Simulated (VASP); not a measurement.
# As in VASP: single point with PBE+D3(BJ)

Aim: the single point of As with PBE+D3(BJ).

All numbers are computed with VASP 6.6.1; they aren't measurements. Logs are shortened: lines on timing, memory, paths and dates and some standing lists are left out, and cuts for length are marked.

## Step 1: The cell of the first run

The cell holds a slab with vacuum, 4 atoms: a = 3.572 Å, b = 3.572 Å, c = 20.295 Å, α = 90.00°, β = 90.00°, γ = 120.00°.

## Step 2: Single point, PBE+D3(BJ)

INCAR

```
SYSTEM = As
ALGO = Normal ; DIPOL = 0.5 0.5 0.371
EDIFF = 1E-6 ; ENCUT = 520
GGA = PE ; IDIPOL = 3
ISIF = 2 ; ISMEAR = 0
IVDW = 12 ; LASPH = .TRUE.
LCHARG = .FALSE. ; LDIPOL = .TRUE.
LREAL = .FALSE. ; LWAVE = .FALSE.
NBANDS = 18 ; NELM = 80
PREC = Accurate ; SIGMA = 0.05
```

KPOINTS

```
k-points
0
G
  9 9 1
  0 0 0
```

POSCAR

```
As
1.0
    3.5716242608      0.0000000000      0.0000000000
   -1.7858121304      3.0931173426      0.0000000000
    0.0000000000      0.0000000000     20.2951239197
As
4
Direct
    0.3333333333      0.6666666667      0.2217281362
    0.6666666667      0.3333333333      0.2905900936
    0.6666666667      0.3333333333      0.4517125392
    0.3333333333      0.6666666667      0.5205744967
```

Potentials or basis: VASP PAW PBE potentials, release 64 (As).

The run is started by

```sh
> cat potpaw_PBE.64/As/POTCAR > POTCAR
> mpirun -np 1 vasp_std > vasp.out
```

OUTCAR:

```text
SYSTEM = As
   EDIFF = 1E-6
   ENCUT = 520
   GGA = PE
   ISIF = 2
   ISMEAR = 0
   IVDW = 12
   LASPH = .TRUE.
   LREAL = .FALSE.
   NELM = 80
   PREC = Accurate
 IVDW          = 12

 ion  position               nearest neighbor table
   1  0.333  0.667  0.222-   2 2.49   2 2.49   2 2.49
   2  0.667  0.333  0.291-   1 2.49   1 2.49   1 2.49
   3  0.667  0.333  0.452-   4 2.49   4 2.49   4 2.49
   4  0.333  0.667  0.521-   3 2.49   3 2.49   3 2.49

  LATTYP: Found a hexagonal cell.
 ALAT       =     3.5716242608
 C/A-ratio  =     5.6823233458

  Lattice vectors:

 A1 = (   3.5716242608,   0.0000000000,   0.0000000000)
 A2 = (  -1.7858121304,   3.0931173426,   0.0000000000)
 A3 = (   0.0000000000,   0.0000000000,  20.2951239197)

Analysis of symmetry for initial positions (statically):
=====================================================================
 Subroutine PRICEL returns:
 Original cell was already a primitive cell.

 Routine SETGRP: Setting up the symmetry group for a
 hexagonal supercell.

 Subroutine GETGRP returns: Found 12 space group operations
 (whereof  6 operations were pure point group operations)
 out of a pool of 24 trial point group operations.

The static configuration has the point symmetry C_3v.
 The point group associated with its full space group is D_3h.

Analysis of symmetry for dynamics (positions and initial velocities):
=====================================================================
 Subroutine PRICEL returns:
 Original cell was already a primitive cell.

 Routine SETGRP: Setting up the symmetry group for a
 hexagonal supercell.

 Subroutine GETGRP returns: Found 12 space group operations
 (whereof  6 operations were pure point group operations)
 out of a pool of 24 trial point group operations.

The dynamic configuration has the point symmetry C_3v.
 The point group associated with its full space group is D_3h.

 Subroutine INISYM returns: Found 12 space group operations
 (whereof  6 operations are pure point group operations),
 and found     1 'primitive' translations

----------------------------------------------------------------------------------------

                                     Primitive cell

  volume of cell :     224.2094

  direct lattice vectors                    reciprocal lattice vectors
     3.571624261  0.000000000  0.000000000     0.279984659  0.161649218  0.000000000
    -1.785812130  3.093117343  0.000000000     0.000000000  0.323298436  0.000000000
     0.000000000  0.000000000 20.295123920     0.000000000  0.000000000  0.049272919

  length of vectors
     3.571624261  3.571624261 20.295123920     0.323298436  0.323298436  0.049272919

  position of ions in fractional coordinates (direct lattice)
     0.333333333  0.666666667  0.221728136
     0.666666667  0.333333333  0.290590094
     0.666666667  0.333333333  0.451712539
     0.333333333  0.666666667  0.520574497

  ion indices of the primitive-cell ions
   primitive index   ion index
                 1           1
                 2           2
                 3           3
                 4           4

----------------------------------------------------------------------------------------

 KPOINTS: k-points

Automatic generation of k-mesh.
 Grid dimensions read from file:
 generate k-points for:    9    9    1

 Generating k-lattice:

  Cartesian coordinates                     Fractional coordinates (reciprocal lattice)
     0.031109407  0.017961024  0.000000000     0.111111111 -0.000000000  0.000000000
     0.000000000  0.035922048  0.000000000     0.000000000  0.111111111  0.000000000
     0.000000000  0.000000000  0.049272919     0.000000000  0.000000000  1.000000000

  Length of vectors
     0.035922048  0.035922048  0.049272919

  Shift w.r.t. Gamma in fractional coordinates (k-lattice)
     0.000000000  0.000000000  0.000000000

 Subroutine IBZKPT returns following result:
 ===========================================

 Found     12 irreducible k-points:

 Following reciprocal coordinates:
            Coordinates               Weight
  0.000000  0.000000  0.000000      1.000000
  0.111111  0.000000  0.000000      6.000000
  0.222222  0.000000  0.000000      6.000000
  0.333333  0.000000  0.000000      6.000000
  0.444444  0.000000  0.000000      6.000000
  0.111111  0.111111  0.000000      6.000000
  0.222222  0.111111  0.000000     12.000000
  0.333333  0.111111  0.000000     12.000000
  0.444444  0.111111  0.000000      6.000000
  0.222222  0.222222  0.000000      6.000000
  0.333333  0.222222  0.000000     12.000000
  0.333333  0.333333  0.000000      2.000000
   k-points           NKPTS =     12   k-points in BZ     NKDIM =     12   number of bands    NBANDS=     18
   number of dos      NEDOS =    301   number of ions     NIONS =      4
   total plane-waves  NPLWV = 125440
   dimension x,y,z NGX =    28 NGY =   28 NGZ =  160
   dimension x,y,z NGXF=    56 NGYF=   56 NGZF=  320
   ions per type =               4
   NGX,Y,Z   is equivalent  to a cutoff of  13.03, 13.03, 13.11 a.u.
   NGXF,Y,Z  is equivalent  to a cutoff of  26.07, 26.07, 26.21 a.u.
 SYSTEM =  As
   PREC   = accura    normal or accurate (medium, high low for compatibility)
   ISTART =      0    job   : 0-new  1-cont  2-samecut
   ICHARG =      2    charge: 1-file 2-atom 10-const
   ISPIN  =      1    spin polarized calculation?
   LNONCOLLINEAR =      F non collinear calculations
   LSORBIT =      F    spin-orbit coupling
   LASPH  =      T    aspherical Exc in radial PAW
   ENCUT  =  520.0 eV  38.22 Ry    6.18 a.u.   6.64  6.64 37.74*2*pi/ulx,y,z
   NELM   =     80;   NELMIN=  2; NELMDL= -5     # of ELM steps
   EDIFF  = 0.1E-05   stopping-criterion for ELM
   LREAL  =      F    real-space projection
[... 7 lines left out ...]
   TEBEG  =    0.0;   TEEND  =   0.0 temperature during run
   PSTRESS=    0.0 pullay stress
   NELECT =      20.0000    total number of electrons
   NUPDOWN=      -1.0000    fix difference up-down
   EMIN   =  10.00;   EMAX   =-10.00  energy-range for DOS
   EFERMI =   0.00;   METHOD = LEGACY
   ISMEAR =     0;   SIGMA  =   0.05  broadening in eV -4-tet -1-fermi 0-gaus
   EFERMI_NEDOS =   21; number of points for ismear=-14 and -15
   IALGO  =     38    algorithm
   IMIX   =      4    mixing-type and parameters
     AMIX     =   0.40;   BMIX     =  1.00
     AMIX_MAG =   1.60;   BMIX_MAG =  1.00
  volume/ion in A,a.u.               =      56.05       378.26
  Fermi-wavevector in a.u.,A,eV,Ry     =   0.731476  1.382290  7.279899  0.535057
  Thomas-Fermi vector in A             =   1.823703
   LORBIT       =      0    0 simple, 1 ext, 2 COOP (PROOUT), +10 PAW based schemes
   GGA     = PE    functional components
   LHFCALC =     F    Hartree Fock is set to
   AEXX    =    0.0000 exact exchange contribution
   IVDW    =    12    specifies the selected vdW correction
   LEPSILON=     F    determine dielectric tensor
   LRPA    =     F    only Hartree local field effects (RPA)
 non-spin polarized calculation
 Gauss-broadening in eV      SIGMA  =   0.05
  energy-cutoff  :      520.00
  volume of cell :      224.21
 maximum number of plane-waves:      6099
 NGX is ok and might be reduce to    28
   NGX = 13   NGY = 13   NGZ = 75

 dipolmoment           0.000000      0.000000      0.000044 electrons x Angstroem

 number of electron      20.0000001 magnetization

 dipolmoment           0.000000      0.000000     -0.000004 electrons x Angstroem

 Free energy of the ion-electron system (eV)
  ---------------------------------------------------
  ext. energy  EPLUGINS =         0.00000000
  ---------------------------------------------------
  free energy    TOTEN  =       -18.46293456 eV

  energy without entropy =      -18.46293456  energy(sigma->0) =      -18.46293456

 E-fermi :  -0.8447     XC(G=0):  -4.6479

 val. band max:       -1.0838859642   @ k =   0.1111   0.1111   0.0000
 cond. band min:      -0.3668666273   @ k =   0.3333   0.0000   0.0000
 fundamental gap:      0.7170193369
 Fermi energy:        -0.8446846177

 k-point     1 :       0.0000    0.0000    0.0000
  band No.  band energies     occupation
      1     -15.2846      2.00000
      2     -15.1633      2.00000
      3      -9.2822      2.00000
      4      -8.4879      2.00000
      5      -3.0536      2.00000
      6      -1.5944      2.00000
[... 10 lines left out ...]
     17       3.2767      0.00000
     18       3.5854      0.00000

 k-point     2 :       0.1111    0.0000    0.0000
  band No.  band energies     occupation
      1     -15.1172      2.00000
      2     -14.9951      2.00000
      3      -9.2340      2.00000
      4      -8.4755      2.00000
      5      -3.1942      2.00000
      6      -2.8402      2.00000
[... 10 lines left out ...]
     17       3.5024      0.00000
     18       3.7905      0.00000

 k-point     3 :       0.2222    0.0000    0.0000
  band No.  band energies     occupation
      1     -14.6244      2.00000
      2     -14.4998      2.00000
      3      -9.2282      2.00000
      4      -8.6179      2.00000
      5      -4.8164      2.00000
      6      -4.4239      2.00000
[... 10 lines left out ...]
     17       4.0177      0.00000
     18       4.3938      0.00000

 k-point     4 :       0.3333    0.0000    0.0000
  band No.  band energies     occupation
      1     -13.8488      2.00000
      2     -13.7188      2.00000
      3      -9.7113      2.00000
      4      -9.3570      2.00000
      5      -5.6756      2.00000
      6      -5.0486      2.00000
[... 123 lines left out ...]
      4      -9.7317      2.00000
      5      -5.2884      2.00000
      6      -5.0344      2.00000
[... 10 lines left out ...]
     17       5.3705      0.00000
     18       5.5171      0.00000

 k-point    11 :       0.3333    0.2222    0.0000
  band No.  band energies     occupation
      1     -12.5137      2.00000
      2     -12.3654      2.00000
      3     -10.8833      2.00000
      4     -10.6876      2.00000
      5      -5.7580      2.00000
      6      -5.5723      2.00000
[... 10 lines left out ...]
     17       5.5456      0.00000
     18       6.3255      0.00000

 k-point    12 :       0.3333    0.3333    0.0000
  band No.  band energies     occupation
      1     -11.7638      2.00000
      2     -11.5653      2.00000
      3     -11.5487      2.00000
      4     -11.4519      2.00000
      5      -6.1353      2.00000
      6      -5.9929      2.00000
[... 10 lines left out ...]
     17       6.0584      0.00000
     18       7.2932      0.00000

------------------------ aborting loop because EDIFF is reached ----------------------------------------

 vacuum level on the upper side and lower side of the slab       (xc-potential included)        -0.166        -0.166

 Edisp (eV)   -1.08917

 E8    (eV) :    -0.4749

  FORCE on cell =-STRESS in cart. coord.  units (eV):
  Direction    XX          YY          ZZ          XY          YZ          ZX
  --------------------------------------------------------------------------------------
  -------------------------------------------------------------------------------------
  Total       0.42850     0.42850     1.75126    -0.00000    -0.00000     0.00000
  in kB       3.06200     3.06200    12.51429    -0.00000    -0.00000     0.00000
  external pressure =        6.21 kB  Pullay stress =        0.00 kB

 VOLUME and BASIS-vectors are now :
 -----------------------------------------------------------------------------
  energy-cutoff  :      520.00
  volume of cell :      224.21
      direct lattice vectors                 reciprocal lattice vectors
     3.571624261  0.000000000  0.000000000     0.279984659  0.161649218  0.000000000
    -1.785812130  3.093117343  0.000000000     0.000000000  0.323298436  0.000000000
     0.000000000  0.000000000 20.295123920     0.000000000  0.000000000  0.049272919

 POSITION                                       TOTAL-FORCE (eV/Angst)
 -----------------------------------------------------------------------------------
     -0.00000      2.06208      4.50000         0.000000      0.000000     -0.174582
      1.78581      1.03104      5.89756        -0.000000     -0.000000     -0.216569
      1.78581      1.03104      9.16756        -0.000000     -0.000000      0.216569
     -0.00000      2.06208     10.56512         0.000000      0.000000      0.174582
 -----------------------------------------------------------------------------------
    total drift:                               -0.000000      0.000000     -0.000078

  FREE ENERGIE OF THE ION-ELECTRON SYSTEM (eV)
  ---------------------------------------------------
  free  energy   TOTEN  =       -19.5521031931 eV

  energy  without entropy=      -19.5521031931  energy(sigma->0) =      -19.55210319

 vacuum level on the upper side and lower side of the slab         3.704         3.706
```

Wall time 75 s (1 thread of AMD EPYC 7R43 (Zen 3), shared host); peak memory 0.29 GiB.

What came out:

- Free energy: -19.5521 eV
- Largest force: 0.217 eV/Å
- Band gap on the k mesh: 0.72 eV, indirect (least direct gap 1.26 eV)
- Dispersion energy per atom: -0.272 eV

Forces on the atoms (eV/Å):
```
As   0.000  0.000 -0.175
As   0.000  0.000 -0.217
As   0.000  0.000  0.217
As   0.000  0.000  0.175
```

Levels at points of the mesh, in eV from the valence-band top:
| k point | band 6 | band 7 | band 8 | band 9 | band 10 | band 11 | band 12 | band 13 | band 14 | band 15 |
| --- | --- | --- | --- | --- | --- | --- | --- | --- | --- | --- |
| (0.00, 0.00, 0.00) | -0.51 | -0.51 | -0.41 | -0.41 | -0.17 | 1.46 | 2.08 | 2.94 | 2.94 | 3.16 |
